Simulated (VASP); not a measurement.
Input of a VASP 6.6.1 run:

File INCAR:

```
SYSTEM = Ca3H2Pt
  PREC = Accurate
  ENCUT = 520
  EDIFF = 1E-7
  ISMEAR = 0
  SIGMA = 0.1
  LREAL = .FALSE.
  LASPH = .TRUE.
  NELM = 100
  ALGO = Normal
  ISIF = 2
  LWAVE = .FALSE.
  LCHARG = .TRUE.
  GGA = PE
  LELF = .TRUE.
  LVHAR = .TRUE.
  NBANDS = 54
```

The input KPOINTS:

```
regular mesh
0
G
  3 3 4
  0 0 0
```

POSCAR

```
Ca3H2Pt
1.0
    7.4687653532      0.0000000000      0.0000000000
   -3.7343826766      6.4681405308      0.0000000000
    0.0000000000      0.0000000000      6.8242823163
Ca H Pt
6 4 2
Direct
    0.1757387652      0.3514775304      0.7500000000
    0.6485224696      0.8242612348      0.7500000000
    0.1757387652      0.8242612348      0.7500000000
    0.8242612348      0.6485224696      0.2500000000
    0.3514775304      0.1757387652      0.2500000000
    0.8242612348      0.1757387652      0.2500000000
    0.6666666667      0.3333333333      0.0798174938
    0.3333333333      0.6666666667      0.9201825062
    0.3333333333      0.6666666667      0.5798174938
    0.6666666667      0.3333333333      0.4201825062
    0.0000000000      0.0000000000      0.0000000000
    0.0000000000      0.0000000000      0.5000000000
```

Potentials or basis: VASP PAW PBE potentials, release 64 (Ca_sv, H, Pt).

Command:

```bash
$ cat potpaw_PBE.64/Ca_sv/POTCAR potpaw_PBE.64/H/POTCAR potpaw_PBE.64/Pt/POTCAR > POTCAR
$ mpirun -np 1 vasp_std > vasp.out
```

(1) What does it give for the largest force?

(2) Predict the band gap on the k mesh.

(3) Predict the pressure.

## Answers

(1) 0.021 eV/Å.

(2) zero (band 42 reaches 2.11 eV, above the bottom of band 43 at 1.49 eV).

(3) 0.1 GPa.

Caveat: spin-orbit coupling is left out, which moves the levels of the heavy elements.
